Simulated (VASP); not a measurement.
A run of VASP 6.6.1 is set up as follows.

The input POSCAR:

```
Sb
1.0
    2.1612749969      1.2478127013      3.7786894264
   -2.1612749969      1.2478127013      3.7786894264
    0.0000000000     -2.4956254025      3.7786894264
Sb
2
Direct
    0.7672029228      0.7672029228      0.7672029228
    0.2327970772      0.2327970772      0.2327970772
```

File INCAR.step1:

```
PREC = Accurate ; ENCUT = 520
ISMEAR = -1 ; SIGMA = 0.05
LREAL = F ; LASPH = T
NELM = 100 ; NBANDS = 12
GGA = PE ; ALGO = Normal
EDIFF = 1E-4 ; LWAVE = T
LCHARG = F
```

Contents of INCAR.step2:

```
PREC = Accurate ; ENCUT = 520
EDIFF = 1E-6 ; ISMEAR = -1
SIGMA = 0.05 ; LREAL = F
LASPH = T ; NELM = 100
ALGO = Normal ; ISIF = 2
LWAVE = F ; LCHARG = F
METAGGA = R2SCAN ; LMIXTAU = T
IVDW = 12 ; VDW_S6 = 1.0
VDW_S8 = 0.78981345 ; VDW_A1 = 0.49484001
VDW_A2 = 5.73083694 ; NBANDS = 12
ISTART = 1
```

The input KPOINTS:

```
regular mesh
0
Gamma
  8 8 8
```

Potentials or basis: VASP PAW PBE potentials, release 64 (Sb).

Launch:

```sh
$ cat potpaw_PBE.64/Sb/POTCAR > POTCAR
$ cp INCAR.step1 INCAR
$ mpirun -np 1 vasp_std > vasp.out
$ cp INCAR.step2 INCAR
$ mpirun -np 1 vasp_std > vasp.out
```

Task: Predict the band gap on the k mesh.

Result: Zero (band 5 reaches 7.25 eV, above the bottom of band 6 at 7.02 eV).

Task: Predict the largest force.

Result: 0.059 eV/Å.

Stress tensor (GPa, compression positive):
```
0.17 0.00 0.00
0.00 0.17 0.00
0.00 0.00 0.07
```

Caveat: the PAW data sets were made with another functional, which shifts forces and pressure a little; spin-orbit coupling is left out, which moves the levels of the heavy elements; pairwise dispersion overbinds metals, which lowers pressure and volume.
